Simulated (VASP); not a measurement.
Crystal: KZnF3.

```
CELL_PARAMETERS angstrom
4.05000 0.00000 0.00000
0.00000 4.05000 0.00000
0.00000 0.00000 4.05000
ATOMIC_POSITIONS crystal
K 0.00000 0.00000 0.00000
Zn 0.50000 0.50000 0.50000
F 0.50000 0.50000 0.00000
F 0.00000 0.50000 0.50000
F 0.50000 0.00000 0.50000
```

Program: VASP 6.6.1. Alike in all runs: task electric field gradients; no spin polarisation; cell as given; k mesh 6 × 6 × 6; cutoff (eV) 520; smearing fermi-dirac 0.02 eV.

Problem. Order these runs on this cell by their pressure, lowest first.
A. level LDA; potentials or basis VASP PAW LDA potentials, release 64 (K_sv, Zn, F)
B. level PBE; potentials or basis VASP PAW PBE potentials, release 64 (K_sv, Zn, F)
C. level r2SCAN; potentials or basis VASP PAW PBE potentials, release 64 (K_sv, Zn, F)

Solution. A (-4.4 GPa), C (0.0 GPa), B (4.9 GPa).

Caveats: the cell stands under tension (at least some runs); the PAW data sets were made with another functional, which shifts forces and pressure a little (at least some runs); the cell stands under pressure (at least some runs).
